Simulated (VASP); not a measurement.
# BN (Imm2) in VASP: a series of runs

Runs on BN. Level: PBE. Tasks: single point.

Everything below comes from runs of VASP 6.6.1. Logs are shortened: lines on timing, memory, paths and dates and some standing lists are left out, and cuts for length are marked.

## Step 1: The cell of the first run

It takes space group Imm2 (No. 44, orthorhombic). The conventional cell has a = 2.563 Å, b = 2.563 Å, c = 3.625 Å, α = 90.00°, β = 90.00°, γ = 90.00°. Within 2.0 Å of B (site symmetry mm2) lie 4 N at 1.52 to 1.62 Å. N (site symmetry mm2) has 4 B at 1.52 to 1.62 Å within 2.0 Å.

## Step 2: Single point, PBE (mode 4 (1026.0 1/cm) frozen in, largest displacement +0.050 Å)

File INCAR:

```
SYSTEM = BN
PREC = Accurate ; ENCUT = 600
EDIFF = 1E-6 ; ISMEAR = 0
SIGMA = 0.05 ; LREAL = .False.
LASPH = .True. ; NELM = 120
ALGO = Normal ; ISIF = 2
LWAVE = .False. ; LCHARG = .False.
GGA = PE ; NBANDS = 11
GGA_COMPAT = .False.
```

File KPOINTS:

```
Automatic mesh
0
Gamma
  12 12 12
  0 0 0
```

File POSCAR:

```
BN
1.0
    0.0000000000      1.8123485134      1.8123485134
    1.8123485134      0.0000000000      1.8123485134
    1.8123485134      1.8123485134      0.0000000000
B N
1 1
Direct
   -0.0137942564      0.0137942564      0.0137942564
    0.7606458136      0.7393541864      0.7393541864
```

Potentials or basis: VASP PAW PBE potentials, release 64 (B, N).

Command:

```console
cat potpaw_PBE.64/B/POTCAR potpaw_PBE.64/N/POTCAR > POTCAR
mpirun -np 1 vasp_std > vasp.out
```

OUTCAR:

```text
SYSTEM = BN
   PREC = Accurate
   ENCUT = 600
   EDIFF = 1E-6
   ISMEAR = 0
   LREAL = .False.
   LASPH = .True.
   NELM = 120
   ISIF = 2
   GGA = PE

 ion  position               nearest neighbor table
   1  0.986  0.014  0.014-   2 1.52   2 1.52   2 1.62   2 1.62
   2  0.761  0.739  0.739-   1 1.52   1 1.52   1 1.62   1 1.62

  LATTYP: Found a face centered cubic cell.
 ALAT       =     3.6246970268

  Lattice vectors:

 A1 = (   0.0000000000,   1.8123485134,   1.8123485134)
 A2 = (   1.8123485134,   0.0000000000,   1.8123485134)
 A3 = (   1.8123485134,   1.8123485134,   0.0000000000)

Analysis of symmetry for initial positions (statically):
=====================================================================
 Subroutine PRICEL returns:
 Original cell was already a primitive cell.

 Routine SETGRP: Setting up the symmetry group for a
 face centered cubic supercell.

 Subroutine GETGRP returns: Found  4 space group operations
 (whereof  4 operations were pure point group operations)
 out of a pool of 48 trial point group operations.

The static configuration has the point symmetry C_2v.

Analysis of symmetry for dynamics (positions and initial velocities):
=====================================================================
 Subroutine PRICEL returns:
 Original cell was already a primitive cell.

 Routine SETGRP: Setting up the symmetry group for a
 face centered cubic supercell.

 Subroutine GETGRP returns: Found  4 space group operations
 (whereof  4 operations were pure point group operations)
 out of a pool of 48 trial point group operations.

The dynamic configuration has the point symmetry C_2v.

 Subroutine INISYM returns: Found  4 space group operations
 (whereof  4 operations are pure point group operations),
 and found     1 'primitive' translations

----------------------------------------------------------------------------------------

                                     Primitive cell

  volume of cell :      11.9057

  direct lattice vectors                    reciprocal lattice vectors
     0.000000000  1.812348513  1.812348513    -0.275885127  0.275885127  0.275885127
     1.812348513  0.000000000  1.812348513     0.275885127 -0.275885127  0.275885127
     1.812348513  1.812348513  0.000000000     0.275885127  0.275885127 -0.275885127

  length of vectors
     2.563047847  2.563047847  2.563047847     0.477847057  0.477847057  0.477847057

  position of ions in fractional coordinates (direct lattice)
     0.986205744  0.013794256  0.013794256
     0.760645814  0.739354186  0.739354186

  ion indices of the primitive-cell ions
   primitive index   ion index
                 1           1
                 2           2

----------------------------------------------------------------------------------------

 KPOINTS: Automatic mesh

Automatic generation of k-mesh.
 Grid dimensions read from file:
 generate k-points for:   12   12   12

 Generating k-lattice:

  Cartesian coordinates                     Fractional coordinates (reciprocal lattice)
    -0.022990427  0.022990427  0.022990427     0.083333333  0.000000000  0.000000000
     0.022990427 -0.022990427  0.022990427     0.000000000  0.083333333  0.000000000
     0.022990427  0.022990427 -0.022990427     0.000000000  0.000000000  0.083333333

  Length of vectors
     0.039820588  0.039820588  0.039820588

  Shift w.r.t. Gamma in fractional coordinates (k-lattice)
     0.000000000  0.000000000  0.000000000

 Subroutine IBZKPT returns following result:
 ===========================================

 Found    280 irreducible k-points:

 Following reciprocal coordinates:
            Coordinates               Weight
  0.000000  0.000000  0.000000      1.000000
  0.083333  0.000000  0.000000      4.000000
  0.000000  0.083333  0.000000      4.000000
  0.166667  0.000000  0.000000      4.000000
  0.000000  0.166667  0.000000      4.000000
  0.250000  0.000000  0.000000      4.000000
[... 16 lines left out ...]
  0.166667 -0.083333 -0.083333      4.000000
  0.333333  0.083333  0.000000      8.000000
 [... further k-points ...]
   k-points           NKPTS =    280   k-points in BZ     NKDIM =    280   number of bands    NBANDS=     11
   number of dos      NEDOS =    301   number of ions     NIONS =      2
   total plane-waves  NPLWV =   8000
   dimension x,y,z NGX =    20 NGY =   20 NGZ =   20
   dimension x,y,z NGXF=    40 NGYF=   40 NGZF=   40
   ions per type =               1   1
   NGX,Y,Z   is equivalent  to a cutoff of  12.97, 12.97, 12.97 a.u.
   NGXF,Y,Z  is equivalent  to a cutoff of  25.95, 25.95, 25.95 a.u.
 SYSTEM =  BN
   PREC   = accura    normal or accurate (medium, high low for compatibility)
   ISTART =      0    job   : 0-new  1-cont  2-samecut
   ICHARG =      2    charge: 1-file 2-atom 10-const
   ISPIN  =      1    spin polarized calculation?
   LNONCOLLINEAR =      F non collinear calculations
   LSORBIT =      F    spin-orbit coupling
   LASPH  =      T    aspherical Exc in radial PAW
   ENCUT  =  600.0 eV  44.10 Ry    6.64 a.u.   5.12  5.12  5.12*2*pi/ulx,y,z
   NELM   =    120;   NELMIN=  2; NELMDL= -5     # of ELM steps
   EDIFF  = 0.1E-05   stopping-criterion for ELM
   LREAL  =      F    real-space projection
   EDIFFG = 0.1E-04   stopping-criterion for IOM
   NSW    =      0    number of steps for IOM
   IBRION =     -1    ionic relax: 0-MD 1-quasi-New 2-CG
   NFREE  =      0    steps in history (QN), initial steepest desc. (CG)
   ISIF   =      2    stress and relaxation
   ISYM   =      2    0-nonsym 1-usesym 2-fastsym
   POTIM  = 0.5000    time-step for ionic-motion
   TEBEG  =    0.0;   TEEND  =   0.0 temperature during run
   PSTRESS=    0.0 pullay stress
   NELECT =       8.0000    total number of electrons
   NUPDOWN=      -1.0000    fix difference up-down
   EMIN   =  10.00;   EMAX   =-10.00  energy-range for DOS
   EFERMI =   0.00;   METHOD = LEGACY
   ISMEAR =     0;   SIGMA  =   0.05  broadening in eV -4-tet -1-fermi 0-gaus
   EFERMI_NEDOS =   21; number of points for ismear=-14 and -15
   IALGO  =     38    algorithm
   IMIX   =      4    mixing-type and parameters
     AMIX     =   0.40;   BMIX     =  1.00
     AMIX_MAG =   1.60;   BMIX_MAG =  1.00
  volume/ion in A,a.u.               =       5.95        40.17
  Fermi-wavevector in a.u.,A,eV,Ry     =   1.433903  2.709684 27.974638  2.056078
  Thomas-Fermi vector in A             =   2.553370
   LORBIT       =      0    0 simple, 1 ext, 2 COOP (PROOUT), +10 PAW based schemes
   GGA     = PE    functional components
   LHFCALC =     F    Hartree Fock is set to
   AEXX    =    0.0000 exact exchange contribution
   IVDW    =     0    specifies the selected vdW correction
   LEPSILON=     F    determine dielectric tensor
   LRPA    =     F    only Hartree local field effects (RPA)
 non-spin polarized calculation
 Gauss-broadening in eV      SIGMA  =   0.05
  energy-cutoff  :      600.00
  volume of cell :       11.91
 maximum number of plane-waves:       415
   NGX = 11   NGY = 11   NGZ = 11

 number of electron       8.0000000 magnetization

 Free energy of the ion-electron system (eV)
  ---------------------------------------------------
  ext. energy  EPLUGINS =         0.00000000
  ---------------------------------------------------
  free energy    TOTEN  =       -17.36211074 eV

  energy without entropy =      -17.36211074  energy(sigma->0) =      -17.36211074

 E-fermi :   8.1886     XC(G=0): -12.7824

 val. band max:        7.9976921750   @ k =   0.0000   0.0000   0.0000
 cond. band min:      11.6549459116   @ k =   0.5000   0.5000   0.0000
 fundamental gap:      3.6572537366
 Fermi energy:         8.1886025556

 k-point     1 :       0.0000    0.0000    0.0000
  band No.  band energies     occupation
      1     -12.8424      2.00000
      2       6.4391      2.00000
      3       7.3706      2.00000
      4       7.9977      2.00000
      5      15.5837      0.00000
      6      15.9500      0.00000
      7      16.8570      0.00000
      8      17.5582      0.00000
      9      31.8286      0.00000
     10      34.7951      0.00000
     11      34.9581      0.00000

 k-point     2 :       0.0833    0.0000    0.0000
  band No.  band energies     occupation
      1     -12.6737      2.00000
      2       6.2848      2.00000
      3       6.6762      2.00000
      4       7.5500      2.00000
      5      15.7514      0.00000
      6      16.3511      0.00000
      7      17.1241      0.00000
      8      18.0100      0.00000
      9      31.6063      0.00000
     10      32.8967      0.00000
     11      32.9937      0.00000

 k-point     3 :       0.0000    0.0833    0.0000
  band No.  band energies     occupation
      1     -12.6757      2.00000
      2       5.7624      2.00000
      3       7.0319      2.00000
      4       7.8023      2.00000
      5      15.8464      0.00000
      6      16.1026      0.00000
      7      16.9955      0.00000
      8      18.3029      0.00000
      9      31.6078      0.00000
     10      32.4694      0.00000
     11      32.8036      0.00000

 k-point     4 :       0.1667    0.0000    0.0000
  band No.  band energies     occupation
      1     -12.1744      2.00000
      2       4.5620      2.00000
      3       5.9005      2.00000
      4       7.0798      2.00000
      5      16.0670      0.00000
      6      16.9325      0.00000
      7      17.7635      0.00000
      8      19.2227      0.00000
      9      31.0035      0.00000
     10      31.3831      0.00000
     11      31.7045      0.00000
[... 239 lines left out ...]
 k-point    22 :       0.0833    0.0000    0.2500
  band No.  band energies     occupation
      1     -11.5399      2.00000
      2       2.3727      2.00000
      3       5.5231      2.00000
      4       6.7937      2.00000
      5      16.0514      0.00000
      6      17.3059      0.00000
      7      18.8050      0.00000
      8      20.7134      0.00000
      9      27.7127      0.00000
     10      32.1849      0.00000
     11      32.5399      0.00000

 k-point    23 :       0.1667   -0.0833   -0.0833
  band No.  band energies     occupation
      1     -11.5267      2.00000
      2       2.8842      2.00000
      3       5.0093      2.00000
      4       6.6397      2.00000
      5      16.0653      0.00000
      6      17.2889      0.00000
      7      19.0110      0.00000
      8      20.1634      0.00000
      9      27.9521      0.00000
     10      32.4971      0.00000
     11      33.0117      0.00000

 k-point    24 :       0.3333    0.0833    0.0000
  band No.  band energies     occupation
      1     -10.5535      2.00000
      2       0.5105      2.00000
      3       4.8609      2.00000
      4       5.8310      2.00000
      5      16.2761      0.00000
      6      18.2344      0.00000
      7      18.8237      0.00000
      8      20.8767      0.00000
      9      28.6608      0.00000
     10      32.2645      0.00000
     11      33.9334      0.00000

 [... further k-points ...]

------------------------ aborting loop because EDIFF is reached ----------------------------------------

  FORCE on cell =-STRESS in cart. coord.  units (eV):
  Direction    XX          YY          ZZ          XY          YZ          ZX
  --------------------------------------------------------------------------------------
  -------------------------------------------------------------------------------------
  Total        0.1130597      0.1878507      0.1878507      0.0000000     -0.1336747      0.0000000
  in kB       15.2146930     25.2794906     25.2794906      0.0000000    -17.9889057      0.0000000
  external PRESSURE =      21.9245581 kB  Pullay stress =       0.0000000 kB

 VOLUME and BASIS-vectors are now :
 -----------------------------------------------------------------------------
  energy-cutoff  :      600.00
  volume of cell :       11.91
      direct lattice vectors                 reciprocal lattice vectors
     0.000000000  1.812348513  1.812348513    -0.275885127  0.275885127  0.275885127
     1.812348513  0.000000000  1.812348513     0.275885127 -0.275885127  0.275885127
     1.812348513  1.812348513  0.000000000     0.275885127  0.275885127 -0.275885127

 POSITION                                       TOTAL-FORCE (eV/Angst)
 -----------------------------------------------------------------------------------
      0.05000      1.81235      1.81235        -2.070530      0.000000      0.000000
      2.67993      2.71852      2.71852         2.070530     -0.000000     -0.000000
 -----------------------------------------------------------------------------------
    total drift:                               -0.000024      0.000001      0.000000

  FREE ENERGIE OF THE ION-ELECTRON SYSTEM (eV)
  ---------------------------------------------------
  free  energy   TOTEN  =       -17.3621107426 eV

  energy  without entropy=      -17.3621107426  energy(sigma->0) =      -17.36211074
```

Run time: 45 s. Hardware: 1 thread of Intel Xeon 8259CL, shared host; peak memory 0.15 GiB.

Results:

```
Free energy            : -17.3621 eV
Pressure               : 2.2 GPa
Largest force          : 2.071 eV/Å
Band gap on the k mesh : 3.66 eV, indirect (least direct gap 7.59 eV)
```

Forces on the atoms (eV/Å):
```
B   -2.071  0.000  0.000
N    2.071  0.000  0.000
```

Caveat: the cell differs from its parent crystal (mode 4 (1026.0 1/cm) frozen in, largest displacement +0.050 Å); forces of over 1 eV/Å act on the atoms, so gaps and moduli don't describe the material at rest.

## Step 3: Single point, PBE (mode 4 (1026.0 1/cm) frozen in, largest displacement +0.025 Å)

File INCAR:

```
  ALGO = Normal
  EDIFF = 1E-6
  ENCUT = 600
  GGA = PE
  GGA_COMPAT = False
  ISIF = 2
  ISMEAR = 0
  LASPH = True
  LCHARG = False
  LREAL = False
  LWAVE = False
  NBANDS = 11
  NELM = 120
  PREC = Accurate
  SIGMA = 0.05
```

File KPOINTS:

```
k-points
0
Gamma
  12 12 12
```

File POSCAR:

```
BN
1.0
    0.0000000000      1.8123485134      1.8123485134
    1.8123485134      0.0000000000      1.8123485134
    1.8123485134      1.8123485134      0.0000000000
B N
1 1
Direct
   -0.0068971282      0.0068971282      0.0068971282
    0.7553229068      0.7446770932      0.7446770932
```

Potentials or basis: VASP PAW PBE potentials, release 64 (B, N).

Command:

```console
cat potpaw_PBE.64/B/POTCAR potpaw_PBE.64/N/POTCAR > POTCAR
mpirun -np 1 vasp_std > vasp.out
```

Run time: 37 s. Hardware: 1 thread of Intel Xeon 8259CL, shared host; peak memory 0.15 GiB.

Results (log left out):

```yaml
Free_energy: -17.4313 eV
Pressure: 0.5 GPa
Largest_force: 1.049 eV/Å
Band_gap_on_the_k_mesh: 4.05 eV, indirect (least direct gap 8.12 eV)
```

Forces on the atoms (eV/Å):
```
B   -1.049  0.000  0.000
N    1.049  0.000  0.000
```

Stress tensor (GPa, compression positive):
```
 0.36  0.00  0.00
 0.00  0.61 -0.88
 0.00 -0.88  0.61
```

Levels at points of the mesh, in eV from the valence-band top:
```tsv
k point	band 1	band 2	band 3	band 4	band 5	band 6	band 7	band 8	band 9
(0.00, 0.00, 0.00)	-20.51	-0.79	-0.36	0.00	8.12	8.37	8.76	9.86	24.21
(0.50, 0.00, 0.00)	-16.33	-10.92	-2.63	-2.06	9.40	9.96	10.72	14.64	23.17
(0.00, 0.50, 0.00)	-16.35	-11.06	-2.51	-1.98	9.59	9.88	10.96	14.94	22.70
(0.50, 0.50, 0.00)	-14.99	-9.25	-5.22	-5.22	4.05	8.76	17.46	17.49	20.26
(0.00, 0.50, 0.50)	-14.98	-9.24	-5.44	-5.06	4.08	8.82	17.07	17.81	20.19
```

Caveat: the cell differs from its parent crystal (mode 4 (1026.0 1/cm) frozen in, largest displacement +0.025 Å); forces of over 1 eV/Å act on the atoms, so gaps and moduli don't describe the material at rest. A k mesh can miss the band edges.
